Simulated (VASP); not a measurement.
Wanted: the native input for a VASP 6.6.1 run.

| Quantity | Value |
| --- | --- |
| Task | single point |
| Functional | r2SCAN |
| Potentials or basis | VASP PAW PBE potentials, release 64 (Zn, Se) |
| Cutoff | 520 eV |
| k mesh | 6 × 6 × 4 |
| Occupations | fermi-dirac, width 0.02 eV |
| Spin | no spin polarisation |
| Dipole correction | no |
| Further INCAR settings | ALGO = Normal; EDIFF = 1e-06; NBANDS = 26 |

ZnSe:

```
Zn Se
1.0
     3.74149    0.00000    0.00000
    -1.87074    3.24022    0.00000
     0.00000    0.00000    6.06995
Zn Se
2 2
Direct
  0.00000 0.00000 0.00000
  0.00000 0.00000 0.50000
  0.33333 0.66667 0.25000
  0.66667 0.33333 0.75000
```

This cell differs from its parent crystal: volume changed by -3%.

The input as run:

POSCAR

```
ZnSe
1.0
    3.7414886695      0.0000000000      0.0000000000
   -1.8707443348      3.2402242358      0.0000000000
    0.0000000000      0.0000000000      6.0699548114
Zn Se
2 2
Direct
    0.0000000000      0.0000000000      0.0000000000
    0.0000000000      0.0000000000      0.5000000000
    0.3333333333      0.6666666667      0.2500000000
    0.6666666667      0.3333333333      0.7500000000
```

INCAR.step1

```
ALGO = Normal
EDIFF = 1E-4
ENCUT = 520
GGA = PE
ISMEAR = -1
LASPH = T
LCHARG = F
LREAL = F
LWAVE = T
NBANDS = 26
NELM = 100
PREC = Accurate
SIGMA = 0.02
```

INCAR.step2

```
ALGO = Normal
EDIFF = 1E-6
ENCUT = 520
ISIF = 2
ISMEAR = -1
ISTART = 1
LASPH = T
LCHARG = F
LMIXTAU = T
LREAL = F
LWAVE = F
METAGGA = R2SCAN
NBANDS = 26
NELM = 100
PREC = Accurate
SIGMA = 0.02
```

KPOINTS

```
k-points
0
Gamma
  6 6 4
```

Potentials or basis: VASP PAW PBE potentials, release 64 (Zn, Se).

Command:

```bash
$ cat potpaw_PBE.64/Zn/POTCAR potpaw_PBE.64/Se/POTCAR > POTCAR
$ cp INCAR.step1 INCAR
$ mpirun -np 1 vasp_std > vasp.out
$ cp INCAR.step2 INCAR
$ mpirun -np 1 vasp_std > vasp.out
```

Results of the run:

```yaml
Pressure: 2.8 GPa
Band_gap_on_the_k_mesh: zero (band 18 reaches 3.35 eV, above the bottom of band 19 at 3.31 eV)
```

Caveat: the PAW data sets were made with another functional, which shifts forces and pressure a little.

It took 2.5 min on 1 thread of Intel(R) Xeon(R) Platinum 8259CL CPU @ 2.50GHz (Skylake/Cascade Lake), with other jobs on the host, peak memory 0.21 GiB.
